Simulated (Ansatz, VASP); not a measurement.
## Two plane-wave programs on Pt

```xyz
6
Lattice="2.8080 0.0000 0.0000 -1.4040 2.4318 0.0000 0.0000 0.0000 27.4636" Properties=species:S:1:pos:R:3 pbc="T T T"
Pt    0.0000    0.8106    7.9961
Pt    0.0000    2.4318   10.3115
Pt    1.4040    1.6212   12.5933
Pt    0.0000    0.8106   14.8703
Pt    0.0000    2.4318   17.1521
Pt    1.4040    1.6212   19.4675
```

Alike in both runs: functional PBE; k mesh 13 × 13 × 1; occupations fermi-dirac, width 0.08 eV; no spin polarisation.

Ansatz relaxed the structure, and its values are those at the end. VASP's run is a single point on that final structure, the one shown.

|  | VASP | Ansatz |
| --- | --- | --- |
| version | VASP 6.6.1 | Ansatz 0.2.0 |
| potentials or method | VASP PAW PBE potentials, release 64 (Pt) | PAW with Ansatz's default frozen-core files, scalar-relativistic |
| plane-wave cutoff (eV) | 520 | 420 |
| valence electrons in the cell | 60 | 108 |

VASP gave:

```
rms of the force components (eV/Å) : 0.005
```

Task: Estimate Ansatz's values.

Result: rms of the force components (eV/Å): 0.003.

VASP's potentials hold 60 valence electrons a cell and Ansatz's 108, so a difference there can come from the potentials and not from the codes. Ansatz's warnings: stress scf threshold loose.

Spin-orbit coupling is off throughout.
